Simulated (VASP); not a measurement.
# SrO (P6_3mc) in VASP: notebook, part 2 of 2

VASP 6.6.1.

**3. Single point, LDA**

This run uses another cell than the first one, of the same volume but with other edges.

Input file INCAR:

```
SYSTEM = SrO
PREC = Accurate ; ENCUT = 520
EDIFF = 1E-7 ; ISMEAR = 0
SIGMA = 0.05 ; LREAL = .FALSE.
LASPH = .TRUE. ; NELM = 100
ALGO = Normal ; ISIF = 2
LWAVE = .FALSE. ; LCHARG = .FALSE.
GGA = CA ; NBANDS = 24
```

Input file KPOINTS:

```
regular mesh
0
G
  9 9 6
  0 0 0
```

Input file POSCAR:

```
SrO
1.0
    4.1417694689      0.0000000000      0.0000000000
   -2.0708847345      3.5868775767      0.0000000000
    0.0000000000      0.0000000000      5.4938135532
Sr O
2 2
Direct
    0.3333333333      0.6666666667      0.9381277000
    0.6666666667      0.3333333333      0.4381277000
    0.3333333333      0.6666666667      0.4368723000
    0.6666666667      0.3333333333      0.9368723000
```

Potentials or basis: VASP PAW LDA potentials, release 64 (Sr_sv, O).

Run with:

```sh
$ cat potpaw_LDA.64/Sr_sv/POTCAR potpaw_LDA.64/O/POTCAR > POTCAR
$ mpirun -np 1 vasp_std > vasp.out
```

OUTCAR:

```text
SYSTEM = SrO
   PREC = Accurate
   ENCUT = 520
   EDIFF = 1E-7
   ISMEAR = 0
   LREAL = .FALSE.
   LASPH = .TRUE.
   NELM = 100
   ISIF = 2
   GGA = CA

 ion  position               nearest neighbor table
   1  0.333  0.667  0.938-   4 2.39   4 2.39   4 2.39   3 2.74   3 2.75   2 3.64   2 3.64   2 3.64
                             2 3.64   2 3.64   2 3.64
   2  0.667  0.333  0.438-   3 2.39   3 2.39   3 2.39   4 2.74   4 2.75   1 3.64   1 3.64   1 3.64
                             1 3.64   1 3.64   1 3.64
   3  0.333  0.667  0.437-   2 2.39   2 2.39   2 2.39   1 2.74   1 2.75
   4  0.667  0.333  0.937-   1 2.39   1 2.39   1 2.39   2 2.74   2 2.75

  LATTYP: Found a hexagonal cell.
 ALAT       =     4.1417694689
 C/A-ratio  =     1.3264411731

  Lattice vectors:

 A1 = (   4.1417694689,   0.0000000000,   0.0000000000)
 A2 = (  -2.0708847345,   3.5868775767,   0.0000000000)
 A3 = (   0.0000000000,   0.0000000000,   5.4938135532)

Analysis of symmetry for initial positions (statically):
=====================================================================
 Subroutine PRICEL returns:
 Original cell was already a primitive cell.

 Routine SETGRP: Setting up the symmetry group for a
 hexagonal supercell.
[... 170 lines left out ...]
  free energy    TOTEN  =       -26.19676753 eV

  energy without entropy =      -26.19676753  energy(sigma->0) =      -26.19676753

 E-fermi :   0.6928     XC(G=0):  -9.4679

 val. band max:        0.4716786993   @ k =   0.3333   0.3333   0.0000
 cond. band min:       2.8649460955   @ k =   0.0000   0.0000   0.0000
 fundamental gap:      2.3932673962
 Fermi energy:         0.6927599761

 k-point     1 :       0.0000    0.0000    0.0000
  band No.  band energies     occupation
      1     -31.6596      2.00000
      2     -31.5225      2.00000
      3     -14.3467      2.00000
      4     -14.2953      2.00000
      5     -14.2715      2.00000
      6     -13.8403      2.00000
[... 637 lines left out ...]
     23       8.3269      0.00000
     24      10.0698      0.00000

 [... further k-points ...]
[... 5 lines left out ...]
  --------------------------------------------------------------------------------------
  -------------------------------------------------------------------------------------
  Total       -0.0892982     -0.0892982     -4.3502670      0.0000000      0.0000000      0.0000000
  in kB       -1.7529806     -1.7529806    -85.3984720      0.0000000      0.0000000      0.0000000
  external PRESSURE =     -29.6348111 kB  Pullay stress =       0.0000000 kB

 VOLUME and BASIS-vectors are now :
 -----------------------------------------------------------------------------
  energy-cutoff  :      520.00
  volume of cell :       81.62
      direct lattice vectors                 reciprocal lattice vectors
     4.141769469  0.000000000  0.000000000     0.241442699  0.139397007  0.000000000
    -2.070884734  3.586877577  0.000000000     0.000000000  0.278794015  0.000000000
     0.000000000  0.000000000  5.493813553     0.000000000  0.000000000  0.182022923

 POSITION                                       TOTAL-FORCE (eV/Angst)
 -----------------------------------------------------------------------------------
     -0.00000      2.39125      5.15390         0.000000      0.000000      0.005040
      2.07088      1.19563      2.40699         0.000000      0.000000      0.005040
     -0.00000      2.39125      2.40009        -0.000000      0.000000     -0.005040
      2.07088      1.19563      5.14700        -0.000000     -0.000000     -0.005040
 -----------------------------------------------------------------------------------
    total drift:                               -0.000000      0.000000      0.000032

  FREE ENERGIE OF THE ION-ELECTRON SYSTEM (eV)
  ---------------------------------------------------
  free  energy   TOTEN  =       -26.1967675330 eV

  energy  without entropy=      -26.1967675330  energy(sigma->0) =      -26.19676753
```

OSZICAR:

```text
N       E                     dE             d eps       ncg     rms          rms(c)
DAV:   1     0.196202276339E+03    0.19620E+03   -0.16249E+04  2304   0.125E+03
DAV:   2    -0.175243878569E+02   -0.21373E+03   -0.19969E+03  3096   0.295E+02
DAV:   3    -0.315287382680E+02   -0.14004E+02   -0.13914E+02  3736   0.681E+01
DAV:   4    -0.319262151313E+02   -0.39748E+00   -0.39719E+00  3152   0.964E+00
DAV:   5    -0.319320485745E+02   -0.58334E-02   -0.58333E-02  3352   0.105E+00    0.263E+01
DAV:   6    -0.266880961506E+02    0.52440E+01   -0.25219E+01  2568   0.267E+01    0.309E+01
DAV:   7    -0.264036891935E+02    0.28441E+00   -0.20125E+00  2976   0.840E+00    0.180E+01
DAV:   8    -0.262088096538E+02    0.19488E+00   -0.66239E-01  2656   0.525E+00    0.348E+00
DAV:   9    -0.261952987751E+02    0.13511E-01   -0.41357E-02  3320   0.136E+00    0.596E-01
DAV:  10    -0.261969543293E+02   -0.16556E-02   -0.46176E-03  2760   0.421E-01    0.237E-01
DAV:  11    -0.261967211646E+02    0.23316E-03   -0.18546E-03  3200   0.252E-01    0.569E-02
DAV:  12    -0.261967781002E+02   -0.56936E-04   -0.23079E-04  2920   0.826E-02    0.470E-02
DAV:  13    -0.261967676604E+02    0.10440E-04   -0.29874E-05  3384   0.352E-02    0.222E-02
DAV:  14    -0.261967680703E+02   -0.40997E-06   -0.32835E-06  3024   0.106E-02    0.119E-02
DAV:  15    -0.261967675312E+02    0.53915E-06   -0.16406E-06  3224   0.774E-03    0.201E-03
DAV:  16    -0.261967675330E+02   -0.17862E-08   -0.26715E-07  2744   0.244E-03
   1 F= -.26196768E+02 E0= -.26196768E+02  d E =-.374987E-12
```

stdout:

```text
POSCAR found type information on POSCAR SrO
 POSCAR found :  2 types and       4 ions
 scaLAPACK will be used
 LDA part: xc-table for (Slater(with rela. corr.)+CA(PZ))
 , standard interpolation
 POSCAR, INCAR and KPOINTS ok, starting setup
 FFT: planning ... GRIDC
 FFT: planning ... GRID_SOFT
 FFT: planning ... GRID
 WAVECAR not read
 entering main loop
```

It took 2 min on 1 thread of Intel Xeon 8259CL, shared host; peak memory 0.22 GiB.

What came out:

- Free energy: -26.1968 eV
- Pressure: -3.0 GPa
- Largest force: 0.005 eV/Å
- Band gap on the k mesh: 2.39 eV (least direct gap 2.62 eV)

Forces on the atoms (eV/Å):
```
Sr   0.000  0.000  0.005
Sr   0.000  0.000  0.005
O    0.000  0.000 -0.005
O    0.000  0.000 -0.005
```

Caveat: an odd mesh through Γ misses points on the zone boundary, where band edges can lie.

**4. Single point, LDA**

This run uses another cell than the first one, of the same volume but with other edges.

INCAR is that of step 3.

KPOINTS is that of step 3.

Input file POSCAR:

```
SrO
1.0
    4.2064950714      0.0000000000      0.0000000000
   -2.1032475357      3.6429315928      0.0000000000
    0.0000000000      0.0000000000      5.3260469729
Sr O
2 2
Direct
    0.3333333333      0.6666666667      0.9381277000
    0.6666666667      0.3333333333      0.4381277000
    0.3333333333      0.6666666667      0.4368723000
    0.6666666667      0.3333333333      0.9368723000
```

Run with:

```sh
$ cat potpaw_LDA.64/Sr_sv/POTCAR potpaw_LDA.64/O/POTCAR > POTCAR
$ mpirun -np 1 vasp_std > vasp.out
```

Run time: 1.9 min. Hardware: 1 thread of Intel Xeon 8259CL, shared host; peak memory 0.22 GiB.

Results (log left out):

```yaml
Free_energy: -26.3015 eV
Pressure: -3.8 GPa
Band_gap_on_the_k_mesh: 2.48 eV (least direct gap 2.57 eV)
```

Forces on the atoms (eV/Å):
```
Sr   0.000  0.000 -0.002
Sr   0.000  0.000 -0.002
O    0.000  0.000  0.002
O    0.000  0.000  0.002
```

Stress tensor (GPa, compression positive):
```
-2.18  0.00  0.00
 0.00 -2.18  0.00
 0.00  0.00 -7.01
```

Levels at points of the mesh, in eV from the valence-band top:
| k point | band 14 | band 15 | band 16 | band 17 | band 18 | band 19 |
| --- | --- | --- | --- | --- | --- | --- |
| (0.00, 0.00, 0.00) | -0.92 | -0.50 | -0.09 | 2.48 | 6.13 | 6.13 |
| (0.00, 0.00, 0.50) | -1.09 | -1.09 | -1.09 | 4.24 | 4.24 | 7.77 |

Caveat: the cell stands under tension; an odd mesh through Γ misses points on the zone boundary, where band edges can lie.

**5. Single point, LDA**

This run uses another cell than the first one, of the same volume but with other edges.

Input file INCAR:

```
SYSTEM = SrO
  PREC = Accurate
  ENCUT = 520
  EDIFF = 1E-6
  ISMEAR = 0
  SIGMA = 0.05
  LREAL = .False.
  LASPH = .True.
  NELM = 100
  ALGO = Normal
  ISIF = 2
  LWAVE = .False.
  LCHARG = .True.
  GGA = CA
  LELF = .True.
  LVHAR = .True.
  NBANDS = 24
```

Input file KPOINTS:

```
Automatic mesh
0
Gamma
  9 9 6
  0 0 0
```

Input file POSCAR:

```
SrO
1.0
    4.6056064193      0.0000000000      0.0000000000
   -2.3028032097      3.9885721590      0.0000000000
    0.0000000000      0.0000000000      4.4429570777
Sr O
2 2
Direct
    0.3333333333      0.6666666667      0.9381277000
    0.6666666667      0.3333333333      0.4381277000
    0.3333333333      0.6666666667      0.4368723000
    0.6666666667      0.3333333333      0.9368723000
```

Run with:

```sh
$ cat potpaw_LDA.64/Sr_sv/POTCAR potpaw_LDA.64/O/POTCAR > POTCAR
$ mpirun -np 1 vasp_std > vasp.out
```

Wall time 2.2 min (1 thread of Intel Xeon 8259CL, shared host); peak memory 0.22 GiB.

The run converged. Its results:

| Quantity | Value |
| --- | --- |
| Free energy | -25.1319 eV |
| Pressure | 7.3 GPa |
| Largest force | 0.093 eV/Å |
| Band gap on the k mesh | 0.92 eV |

Forces in eV/Å, atoms in the order of the input:
```
Sr   0.000  0.000 -0.093
Sr   0.000  0.000 -0.093
O    0.000  0.000  0.093
O    0.000  0.000  0.093
```

Stress tensor (GPa, compression positive):
```
-6.22  0.00  0.00
 0.00 -6.22  0.00
 0.00  0.00 34.40
```

Levels at points of the mesh, in eV from the valence-band top:
| k point | band 13 | band 14 | band 15 | band 16 | band 17 | band 18 | band 19 | band 20 |
| --- | --- | --- | --- | --- | --- | --- | --- | --- |
| (0.00, 0.00, 0.00) | -1.85 | -1.85 | -0.01 | 0.00 | 0.92 | 4.82 | 4.82 | 6.11 |
| (0.00, 0.00, 0.50) | -2.39 | -2.39 | -2.39 | -2.39 | 2.77 | 2.77 | 6.70 | 6.70 |

Caveat: the cell stands under pressure; an odd mesh through Γ misses points on the zone boundary, where band edges can lie.

**6. Single point, LDA**

This run uses another cell than the first one, of the same volume but with other edges.

Input file INCAR:

```
PREC = Accurate
ENCUT = 520
EDIFF = 1E-6
ISMEAR = 0
SIGMA = 0.05
LREAL = F
LASPH = T
NELM = 60
ALGO = Normal
ISIF = 2
LWAVE = F
LCHARG = F
NBANDS = 24
```

Input file KPOINTS:

```
regular mesh
0
Gamma
  9 9 6
```

Input file POSCAR:

```
SrO
1.0
    3.9174401189      0.0000000000      0.0000000000
   -1.9587200594      3.3926026608      0.0000000000
    0.0000000000      0.0000000000      6.1410272973
Sr O
2 2
Direct
    0.3333333333      0.6666666667      0.9381277000
    0.6666666667      0.3333333333      0.4381277000
    0.3333333333      0.6666666667      0.4368723000
    0.6666666667      0.3333333333      0.9368723000
```

Potentials or basis: VASP PAW LDA potentials, release 64 (Sr_sv, O).

Run with:

```sh
$ cat potpaw_LDA.64/Sr_sv/POTCAR potpaw_LDA.64/O/POTCAR > POTCAR
$ mpirun -np 1 vasp_std > vasp.out
```

Wall time 2.1 min (1 thread of Intel Xeon 8259CL, shared host); peak memory 0.22 GiB.

Results (log left out):

```yaml
Free_energy: -25.3804 eV
Pressure: 4.7 GPa
Largest_force: 0.026 eV/Å
Band_gap_on_the_k_mesh: 1.73 eV (least direct gap 2.43 eV)
```

Forces on the atoms (eV/Å):
```
Sr   0.000  0.000  0.026
Sr   0.000  0.000  0.026
O    0.000  0.000 -0.026
O    0.000  0.000 -0.026
```

Stress tensor (GPa, compression positive):
```
11.65  0.00  0.00
 0.00 11.65  0.00
 0.00  0.00 -9.12
```

Levels at points of the mesh, in eV from the valence-band top:
| k point | band 12 | band 13 | band 14 | band 15 | band 16 | band 17 | band 18 | band 19 | band 20 | band 21 |
| --- | --- | --- | --- | --- | --- | --- | --- | --- | --- | --- |
| (0.00, 0.00, 0.00) | -1.65 | -1.53 | -1.53 | -1.33 | -0.71 | 1.73 | 6.22 | 6.30 | 6.68 | 6.68 |
| (0.00, 0.00, 0.50) | -1.60 | -1.60 | -1.60 | -1.45 | -1.45 | 3.89 | 3.89 | 7.31 | 7.31 | 7.75 |

Caveat: the cell stands under pressure; an odd mesh through Γ misses points on the zone boundary, where band edges can lie.

**7. Overview**

```csv
cell,gap on the mesh (eV),pressure (GPa),largest force (eV/Å)
"a = 4.023, b = 4.023, c = 5.822 Å, angles 90.0, 90.0, 120.0°, 4 atoms",2.11,0.2,0.02
"a = 4.142, b = 4.142, c = 5.494 Å, angles 90.0, 90.0, 120.0°, 4 atoms",2.39,-3.0,0.01
"a = 4.206, b = 4.206, c = 5.326 Å, angles 90.0, 90.0, 120.0°, 4 atoms",2.48,-3.8,-
"a = 4.606, b = 4.606, c = 4.443 Å, angles 90.0, 90.0, 120.0°, 4 atoms",0.92,7.3,0.09
"a = 3.917, b = 3.917, c = 6.141 Å, angles 90.0, 90.0, 120.0°, 4 atoms",1.73,4.7,0.03
```

Alike in all rows: task single point; level LDA; potentials or basis VASP PAW LDA potentials, release 64 (Sr_sv, O); no spin polarisation; k mesh 9 × 9 × 6; cutoff (eV) 520; smearing gaussian 0.05 eV.

Caveats: an odd mesh through Γ misses points on the zone boundary, where band edges can lie; the cell stands under pressure (at least some runs); the cell stands under tension (at least some runs).

Total energies depend on the potentials used, so only differences within one code and one set of settings carry meaning.
